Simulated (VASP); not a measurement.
Here is a VASP 6.6.1 calculation.

File INCAR:

```
SYSTEM = Al
PREC = Accurate
ENCUT = 450
EDIFF = 1E-7
ISMEAR = 0
SIGMA = 0.1
LREAL = .FALSE.
LASPH = .TRUE.
NELM = 120
ALGO = Normal
ISIF = 2
LWAVE = .FALSE.
LCHARG = .FALSE.
LDIPOL = .TRUE.
IDIPOL = 3
DIPOL = 0.5 0.5 0.331
GGA = PE
IBRION = 2
NSW = 36
EDIFFG = -0.025
GGA_COMPAT = .FALSE.
NELMIN = 4
NELMDL = -8
KPAR = 4
```

Contents of KPOINTS:

```
regular mesh
0
G
  6 6 1
  0 0 0
```

The input POSCAR:

```
Al
1.0
    5.7143028096      0.0000000000      0.0000000000
   -2.8571514048      4.9487313980      0.0000000000
    0.0000000000      0.0000000000     20.1016424764
Al
13
Selective dynamics
Direct
    0.3333333333      0.1666666667      0.1989887147  F F F
    0.3333333333      0.6666666667      0.1989887147  F F F
    0.8333333333      0.1666666667      0.1989887147  F F F
    0.8333333333      0.6666666667      0.1989887147  F F F
    0.1666666667      0.3333333333      0.3134533099  F F F
    0.1666666667      0.8333333333      0.3134533099  F F F
    0.6666666667      0.3333333333      0.3134533099  F F F
    0.6666666667      0.8333333333      0.3134533099  F F F
    0.0000000000      0.0000000000      0.4279074452  F F F
    0.0000000000      0.5000000000      0.4279074452  F F F
    0.5000000000      0.0000000000      0.4279074452  F F F
    0.5000000000      0.5000000000      0.4279074452  F F F
    0.0833333333      0.3333333333      0.5368253550  F F T
```

Potentials or basis: VASP PAW PBE potentials, release 64 (Al).

The run is started by

```console
$ cat potpaw_PBE.64/Al/POTCAR > POTCAR
$ mpirun -np 4 vasp_std > vasp.out
```

Problem. Estimate the band gap on the k mesh.

Solution. Zero (an odd number of electrons rules out a gap without spin polarisation).

Problem. What does it give for the energy gained by relaxing?

Solution. 0.5 meV/atom.

Final structure:
```
Al
1.0
     5.71430    0.00000    0.00000
    -2.85715    4.94873    0.00000
     0.00000    0.00000   20.10164
Al
13
Direct
  0.33333 0.16667 0.19899
  0.33333 0.66667 0.19899
  0.83333 0.16667 0.19899
  0.83333 0.66667 0.19899
  0.16667 0.33333 0.31345
  0.16667 0.83333 0.31345
  0.66667 0.33333 0.31345
  0.66667 0.83333 0.31345
  0.00000 0.00000 0.42791
  0.00000 0.50000 0.42791
  0.50000 0.00000 0.42791
  0.50000 0.50000 0.42791
  0.08333 0.33333 0.53915
```
